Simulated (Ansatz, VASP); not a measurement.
# Ba: VASP beside Ansatz

INCAR

```
SYSTEM = Ba
PREC = Accurate
ENCUT = 520
EDIFF = 1E-8
ISMEAR = -1
SIGMA = 0.05
LREAL = .FALSE.
LASPH = .TRUE.
NELM = 60
ALGO = Normal
ISIF = 2
LWAVE = .FALSE.
LCHARG = .FALSE.
GGA = PE
LEFG = .TRUE.
NBANDS = 11
```

KPOINTS

```
regular mesh
0
G
  10 10 10
  0 0 0
```

POSCAR

```
Ba
1.0
   -2.4662120743      2.4662120743      2.4662120743
    2.4662120743     -2.4662120743      2.4662120743
    2.4662120743      2.4662120743     -2.4662120743
Ba
1
Direct
    0.0000000000      0.0000000000      0.0000000000
```

Input for Ansatz:

```yaml
crystal:
  lattice:
    - [-2.4662120743, 2.4662120743, 2.4662120743]
    - [2.4662120743, -2.4662120743, 2.4662120743]
    - [2.4662120743, 2.4662120743, -2.4662120743]
  atoms:
    - { symbol: Ba, position: [0.0, 0.0, 0.0] }
kpoints:
  mp_grid: { grid: [10, 10, 10] }
scf:
  occupations: { method: fermi_dirac, width: 0.05 }
hamiltonian:
  xc: pbe
  pseudopotentials: { kind: all_electron, datasets: crystal }
output:
  forces: true
  stress: true
  eigenvalues: true
  efg: { contact_densities: true }
```

Change from the starting cell: volume scaled by 0.96, crystal datasets.

Alike in both runs: task electric field gradients; functional PBE; k mesh 10 × 10 × 10; occupations fermi-dirac, width 0.05 eV; no spin polarisation.

|  | VASP | Ansatz |
| --- | --- | --- |
| version | VASP 6.6.1 | Ansatz 0.2.0 |
| potentials or method | VASP PAW PBE potentials, release 64 (Ba_sv), cutoff 520 eV | all-electron PAW with datasets made for the crystal, scalar-relativistic |

|  | VASP | Ansatz | Ansatz less VASP |
| --- | --- | --- | --- |
| pressure (GPa) | 0.6 | 0.5 | -0.07 |

Ansatz ran all-electron here, and VASP with PAW potentials.

Neither program's run includes spin-orbit coupling.
